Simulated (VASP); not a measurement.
Input of a VASP 6.6.1 run:

File INCAR:

```
SYSTEM = Sn
ALGO = Normal
EDIFF = 1E-6
ENCUT = 520
GGA = PE
ISIF = 2
ISMEAR = -1
LASPH = .True.
LCHARG = .False.
LREAL = .False.
LWAVE = .False.
NBANDS = 21
NELM = 80
PREC = Accurate
SIGMA = 0.08
```

File KPOINTS:

```
k-points
0
Gamma
  17 17 17
  0 0 0
```

File POSCAR:

```
Sn
1.0
   -2.3570481402      2.3570481402      1.2722271316
    2.3570481402     -2.3570481402      1.2722271316
    2.3570481402      2.3570481402     -1.2722271316
Sn
2
Direct
   -0.3750000000     -0.1250000000     -0.2500000000
    0.3750000000      0.1250000000      0.2500000000
```

Potentials or basis: VASP PAW PBE potentials, release 64 (Sn_d).

Launch:

```bash
$ cat potpaw_PBE.64/Sn_d/POTCAR > POTCAR
$ mpirun -np 1 vasp_std > vasp.out
```

Problem. What does it give for the pressure?

Solution. 180.2 GPa.

Problem. What does it give for the band gap on the k mesh?

Solution. Zero (bands 14 and 15 overlap by 8.81 eV).

Caveat: the cell stands under pressure; spin-orbit coupling is left out, which moves the levels of the heavy elements.
